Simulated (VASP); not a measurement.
# Rb (Cmcm) in VASP: single point with LDA

Aim: the single point of Rb with LDA.

All numbers are computed with VASP 6.6.1; they aren't measurements. Logs are shortened: lines on timing, memory, paths and dates and some standing lists are left out, and cuts for length are marked.

**1. The cell of the first run**

The structure is orthorhombic, space group Cmcm (No. 63). Conventional cell: a = 5.076 Å, b = 8.889 Å, c = 8.448 Å, α = 90.00°, β = 90.00°, γ = 90.00°.

**2. Single point, LDA**

Input file INCAR:

```
SYSTEM = Rb
PREC = Accurate
ENCUT = 520
EDIFF = 1E-6
ISMEAR = 0
SIGMA = 0.15
LREAL = .False.
LASPH = .True.
NELM = 100
ALGO = Fast
ISIF = 2
LWAVE = .False.
LCHARG = .False.
NBANDS = 16
```

Input file KPOINTS:

```
regular mesh
0
Gamma
  12 12 6
  0 0 0
```

Input file POSCAR:

```
Rb
1.0
    2.5381762600     -4.4447189800      0.0000000000
    2.5381762600      4.4447189800      0.0000000000
    0.0000000000      0.0000000000      8.4480028000
Rb
2
Direct
    0.8397112600      0.1602887400      0.7500000000
    0.1602887400      0.8397112600      0.2500000000
```

Potentials or basis: VASP PAW LDA potentials, release 64 (Rb_sv).

Launch:

```bash
cat potpaw_LDA.64/Rb_sv/POTCAR > POTCAR
mpirun -np 1 vasp_std > vasp.out
```

OUTCAR:

```text
SYSTEM = Rb
   PREC = Accurate
   ENCUT = 520
   EDIFF = 1E-6
   ISMEAR = 0
   LREAL = .False.
   LASPH = .True.
   NELM = 100
   ISIF = 2

 ion  position               nearest neighbor table
   1  0.840  0.160  0.750-   2 5.10   2 5.10   2 5.18   2 5.18   2 5.18   2 5.18
   2  0.160  0.840  0.250-   1 5.10   1 5.10   1 5.18   1 5.18   1 5.18   1 5.18

  LATTYP: Found a base centered orthorhombic cell.
 ALAT       =     5.0763525200
 B/A-ratio  =     1.7511466993
 C/A-ratio  =     1.6641875769

  Lattice vectors:

 A1 = (   2.5381762600,  -4.4447189800,   0.0000000000)
 A2 = (   2.5381762600,   4.4447189800,   0.0000000000)
 A3 = (   0.0000000000,   0.0000000000,   8.4480028000)

Analysis of symmetry for initial positions (statically):
=====================================================================
 Subroutine PRICEL returns:
 Original cell was already a primitive cell.

 Routine SETGRP: Setting up the symmetry group for a
 base centered orthorhombic supercell.

 Subroutine GETGRP returns: Found  8 space group operations
 (whereof  4 operations were pure point group operations)
 out of a pool of  8 trial point group operations.

The static configuration has the point symmetry C_2h.
 The point group associated with its full space group is D_2h.

Analysis of symmetry for dynamics (positions and initial velocities):
=====================================================================
 Subroutine PRICEL returns:
 Original cell was already a primitive cell.

 Routine SETGRP: Setting up the symmetry group for a
 base centered orthorhombic supercell.

 Subroutine GETGRP returns: Found  8 space group operations
 (whereof  4 operations were pure point group operations)
 out of a pool of  8 trial point group operations.

The dynamic configuration has the point symmetry C_2h.
 The point group associated with its full space group is D_2h.

 Subroutine INISYM returns: Found  8 space group operations
 (whereof  4 operations are pure point group operations),
 and found     1 'primitive' translations

----------------------------------------------------------------------------------------

                                     Primitive cell

  volume of cell :     190.6120

  direct lattice vectors                    reciprocal lattice vectors
     2.538176260 -4.444718980  0.000000000     0.196991835 -0.112493051  0.000000000
     2.538176260  4.444718980  0.000000000     0.196991835  0.112493051  0.000000000
     0.000000000  0.000000000  8.448002800     0.000000000  0.000000000  0.118371173

  length of vectors
     5.118385052  5.118385052  8.448002800     0.226849002  0.226849002  0.118371173

  position of ions in fractional coordinates (direct lattice)
     0.839711260  0.160288740  0.750000000
     0.160288740  0.839711260  0.250000000

  ion indices of the primitive-cell ions
   primitive index   ion index
                 1           1
                 2           2

----------------------------------------------------------------------------------------

 KPOINTS: regular mesh

Automatic generation of k-mesh.
 Grid dimensions read from file:
 generate k-points for:   12   12    6

 Generating k-lattice:

  Cartesian coordinates                     Fractional coordinates (reciprocal lattice)
     0.016415986 -0.009374421  0.000000000     0.083333333  0.000000000  0.000000000
     0.016415986  0.009374421  0.000000000     0.000000000  0.083333333  0.000000000
     0.000000000  0.000000000  0.019728529     0.000000000  0.000000000  0.166666667

  Length of vectors
     0.018904084  0.018904084  0.019728529

  Shift w.r.t. Gamma in fractional coordinates (k-lattice)
     0.000000000  0.000000000  0.000000000

 Subroutine IBZKPT returns following result:
 ===========================================

 Found    172 irreducible k-points:

 Following reciprocal coordinates:
            Coordinates               Weight
  0.000000  0.000000  0.000000      1.000000
  0.083333 -0.000000  0.000000      4.000000
  0.166667  0.000000  0.000000      4.000000
  0.250000 -0.000000  0.000000      4.000000
  0.333333  0.000000  0.000000      4.000000
  0.416667 -0.000000  0.000000      4.000000
[... 16 lines left out ...]
  0.500000  0.166667  0.000000      4.000000
 -0.416667  0.166667  0.000000      4.000000
 [... further k-points ...]
   k-points           NKPTS =    172   k-points in BZ     NKDIM =    172   number of bands    NBANDS=     16
   number of dos      NEDOS =    301   number of ions     NIONS =      2
   total plane-waves  NPLWV = 102400
   dimension x,y,z NGX =    40 NGY =   40 NGZ =   64
   dimension x,y,z NGXF=    80 NGYF=   80 NGZF=  128
   ions per type =               2
   NGX,Y,Z   is equivalent  to a cutoff of  12.99, 12.99, 12.59 a.u.
   NGXF,Y,Z  is equivalent  to a cutoff of  25.98, 25.98, 25.19 a.u.
 SYSTEM =  Rb
   PREC   = accura    normal or accurate (medium, high low for compatibility)
   ISTART =      0    job   : 0-new  1-cont  2-samecut
   ICHARG =      2    charge: 1-file 2-atom 10-const
   ISPIN  =      1    spin polarized calculation?
   LNONCOLLINEAR =      F non collinear calculations
   LSORBIT =      F    spin-orbit coupling
   LASPH  =      T    aspherical Exc in radial PAW
   ENCUT  =  520.0 eV  38.22 Ry    6.18 a.u.   9.52  9.52 15.71*2*pi/ulx,y,z
   NELM   =    100;   NELMIN=  2; NELMDL= -5     # of ELM steps
   EDIFF  = 0.1E-05   stopping-criterion for ELM
   LREAL  =      F    real-space projection
   EDIFFG = 0.1E-04   stopping-criterion for IOM
   NSW    =      0    number of steps for IOM
   IBRION =     -1    ionic relax: 0-MD 1-quasi-New 2-CG
   NFREE  =      0    steps in history (QN), initial steepest desc. (CG)
   ISIF   =      2    stress and relaxation
   ISYM   =      2    0-nonsym 1-usesym 2-fastsym
   POTIM  = 0.5000    time-step for ionic-motion
   TEBEG  =    0.0;   TEEND  =   0.0 temperature during run
   PSTRESS=    0.0 pullay stress
   NELECT =      18.0000    total number of electrons
   NUPDOWN=      -1.0000    fix difference up-down
   EMIN   =  10.00;   EMAX   =-10.00  energy-range for DOS
   EFERMI =   0.00;   METHOD = LEGACY
   ISMEAR =     0;   SIGMA  =   0.15  broadening in eV -4-tet -1-fermi 0-gaus
   EFERMI_NEDOS =   21; number of points for ismear=-14 and -15
   IALGO  =     68    algorithm
   IMIX   =      4    mixing-type and parameters
     AMIX     =   0.40;   BMIX     =  1.00
     AMIX_MAG =   1.60;   BMIX_MAG =  1.00
  volume/ion in A,a.u.               =      95.31       643.16
  Fermi-wavevector in a.u.,A,eV,Ry     =   0.745502  1.408795  7.561759  0.555774
  Thomas-Fermi vector in A             =   1.841104
   LORBIT       =      0    0 simple, 1 ext, 2 COOP (PROOUT), +10 PAW based schemes
   GGA     = CA    functional components
   LHFCALC =     F    Hartree Fock is set to
   AEXX    =    0.0000 exact exchange contribution
   IVDW    =     0    specifies the selected vdW correction
   LEPSILON=     F    determine dielectric tensor
   LRPA    =     F    only Hartree local field effects (RPA)
 non-spin polarized calculation
 RMM-DIIS sequential band-by-band and
 Gauss-broadening in eV      SIGMA  =   0.15
  energy-cutoff  :      520.00
  volume of cell :      190.61
 maximum number of plane-waves:      5203
 NGX is ok and might be reduce to    40
   NGX = 19   NGY = 19   NGZ = 31

 number of electron      18.0000000 magnetization

 Free energy of the ion-electron system (eV)
  ---------------------------------------------------
  ext. energy  EPLUGINS =         0.00000000
  ---------------------------------------------------
  free energy    TOTEN  =        -2.07044481 eV

  energy without entropy =       -2.04980992  energy(sigma->0) =       -2.06012736

 E-fermi :  -0.3157     XC(G=0):  -5.5590

 val. band max:       -0.3218191521   @ k =   0.5000   0.3333   0.3333
 cond. band min:      -0.3112725198   @ k =   0.5000   0.1667   0.3333
 fundamental gap:      0.0105466323
 Fermi energy:        -0.3157176874

 k-point     1 :       0.0000    0.0000    0.0000
  band No.  band energies     occupation
      1     -29.1219      2.00000
      2     -29.1190      2.00000
      3     -13.3078      2.00000
      4     -13.2392      2.00000
      5     -13.2362      2.00000
      6     -13.2280      2.00000
[... 8 lines left out ...]
     15       3.4457      0.00000
     16       3.4479      0.00000

 k-point     2 :       0.0833   -0.0000    0.0000
  band No.  band energies     occupation
      1     -29.1218      2.00000
      2     -29.1189      2.00000
      3     -13.3060      2.00000
      4     -13.2420      2.00000
      5     -13.2392      2.00000
      6     -13.2317      2.00000
[... 8 lines left out ...]
     15       3.2737      0.00000
     16       3.5191      0.00000

 k-point     3 :       0.1667    0.0000    0.0000
  band No.  band energies     occupation
      1     -29.1212      2.00000
      2     -29.1187      2.00000
      3     -13.3010      2.00000
      4     -13.2537      2.00000
      5     -13.2441      2.00000
      6     -13.2434      2.00000
[... 8 lines left out ...]
     15       3.2910      0.00000
     16       3.4520      0.00000

 k-point     4 :       0.2500   -0.0000    0.0000
  band No.  band energies     occupation
      1     -29.1205      2.00000
      2     -29.1183      2.00000
      3     -13.2934      2.00000
      4     -13.2706      2.00000
      5     -13.2604      2.00000
      6     -13.2484      2.00000
[... 8 lines left out ...]
     15       3.3337      0.00000
     16       3.4419      0.00000

 k-point     5 :       0.3333    0.0000    0.0000
  band No.  band energies     occupation
      1     -29.1197      2.00000
      2     -29.1179      2.00000
      3     -13.2875      2.00000
      4     -13.2848      2.00000
      5     -13.2765      2.00000
      6     -13.2532      2.00000
[... 8 lines left out ...]
     15       3.1505      0.00000
     16       3.6780      0.00000

 k-point     6 :       0.4167   -0.0000    0.0000
  band No.  band energies     occupation
      1     -29.1191      2.00000
      2     -29.1177      2.00000
      3     -13.3000      2.00000
      4     -13.2881      2.00000
      5     -13.2771      2.00000
      6     -13.2567      2.00000
[... 8 lines left out ...]
     15       3.0354      0.00000
     16       3.7834      0.00000

 k-point     7 :       0.5000   -0.0000    0.0000
  band No.  band energies     occupation
      1     -29.1188      2.00000
      2     -29.1177      2.00000
      3     -13.3046      2.00000
      4     -13.2923      2.00000
      5     -13.2737      2.00000
      6     -13.2580      2.00000
[... 8 lines left out ...]
     15       2.9962      0.00000
     16       3.8660      0.00000

 k-point     8 :       0.0833    0.0833    0.0000
  band No.  band energies     occupation
      1     -29.1214      2.00000
      2     -29.1187      2.00000
      3     -13.3027      2.00000
      4     -13.2487      2.00000
      5     -13.2449      2.00000
      6     -13.2388      2.00000
[... 8 lines left out ...]
     15       3.3984      0.00000
     16       3.5244      0.00000

 k-point     9 :       0.1667    0.0833    0.0000
  band No.  band energies     occupation
      1     -29.1207      2.00000
      2     -29.1184      2.00000
      3     -13.2964      2.00000
      4     -13.2628      2.00000
      5     -13.2569      2.00000
      6     -13.2453      2.00000
[... 8 lines left out ...]
     15       3.3105      0.00000
     16       3.4391      0.00000
[... 172 lines left out ...]
 k-point    19 :       0.1667    0.1667    0.0000
  band No.  band energies     occupation
      1     -29.1201      2.00000
      2     -29.1181      2.00000
      3     -13.2896      2.00000
      4     -13.2731      2.00000
      5     -13.2723      2.00000
      6     -13.2501      2.00000
[... 8 lines left out ...]
     15       2.9258      0.00000
     16       3.6050      0.00000

 k-point    20 :       0.2500    0.1667    0.0000
  band No.  band energies     occupation
      1     -29.1194      2.00000
      2     -29.1178      2.00000
      3     -13.2866      2.00000
      4     -13.2815      2.00000
      5     -13.2813      2.00000
      6     -13.2571      2.00000
[... 8 lines left out ...]
     15       2.6815      0.00000
     16       3.4530      0.00000

 k-point    21 :       0.3333    0.1667    0.0000
  band No.  band energies     occupation
      1     -29.1188      2.00000
      2     -29.1177      2.00000
      3     -13.2962      2.00000
      4     -13.2863      2.00000
      5     -13.2738      2.00000
      6     -13.2637      2.00000
[... 8 lines left out ...]
     15       2.5586      0.00000
     16       3.1387      0.00000

 k-point    22 :       0.4167    0.1667    0.0000
  band No.  band energies     occupation
      1     -29.1186      2.00000
      2     -29.1177      2.00000
      3     -13.2993      2.00000
      4     -13.2872      2.00000
      5     -13.2698      2.00000
      6     -13.2668      2.00000
[... 8 lines left out ...]
     15       2.5111      0.00000
     16       2.8599      0.00000

 k-point    23 :       0.5000    0.1667    0.0000
  band No.  band energies     occupation
      1     -29.1188      2.00000
      2     -29.1178      2.00000
      3     -13.2951      2.00000
      4     -13.2848      2.00000
      5     -13.2728      2.00000
      6     -13.2643      2.00000
[... 8 lines left out ...]
     15       2.5357      0.00000
     16       3.0304      0.00000

 k-point    24 :      -0.4167    0.1667    0.0000
  band No.  band energies     occupation
      1     -29.1194      2.00000
      2     -29.1179      2.00000
      3     -13.2848      2.00000
      4     -13.2803      2.00000
      5     -13.2796      2.00000
      6     -13.2572      2.00000
[... 8 lines left out ...]
     15       2.6418      0.00000
     16       3.3241      0.00000

 [... further k-points ...]

------------------------ aborting loop because EDIFF is reached ----------------------------------------

  FORCE on cell =-STRESS in cart. coord.  units (eV):
  Direction    XX          YY          ZZ          XY          YZ          ZX
  --------------------------------------------------------------------------------------
  -------------------------------------------------------------------------------------
  Total       -0.5625245     -0.5639570     -0.6264286      0.0000000     -0.0000000      0.0000000
  in kB       -4.7282659     -4.7403071     -5.2654083      0.0000000     -0.0000000      0.0000000
  external PRESSURE =      -4.9113271 kB  Pullay stress =       0.0000000 kB

 VOLUME and BASIS-vectors are now :
 -----------------------------------------------------------------------------
  energy-cutoff  :      520.00
  volume of cell :      190.61
      direct lattice vectors                 reciprocal lattice vectors
     2.538176260 -4.444718980  0.000000000     0.196991835 -0.112493051  0.000000000
     2.538176260  4.444718980  0.000000000     0.196991835  0.112493051  0.000000000
     0.000000000  0.000000000  8.448002800     0.000000000  0.000000000  0.118371173

 POSITION                                       TOTAL-FORCE (eV/Angst)
 -----------------------------------------------------------------------------------
      2.53818     -3.01984      6.33600         0.000000      0.003914      0.000000
      2.53818      3.01984      2.11200         0.000000     -0.003914     -0.000000
 -----------------------------------------------------------------------------------
    total drift:                               -0.000000     -0.000000     -0.000000

  FREE ENERGIE OF THE ION-ELECTRON SYSTEM (eV)
  ---------------------------------------------------
  free  energy   TOTEN  =        -2.0704448058 eV

  energy  without entropy=       -2.0498099240  energy(sigma->0) =       -2.06012736
```

Wall time 11 min (1 thread of Intel Xeon Platinum 8375C at 2.90GHz (Ice Lake), shared host); peak memory 0.54 GiB.

What came out:

- Free energy: -2.0704 eV
- Pressure: -0.5 GPa
- Largest force: 0.004 eV/Å
- Band gap on the k mesh: zero (bands 9 and 10 overlap by 2.40 eV)

Forces on the atoms (eV/Å):
```
Rb   0.000  0.004  0.000
Rb   0.000 -0.004  0.000
```
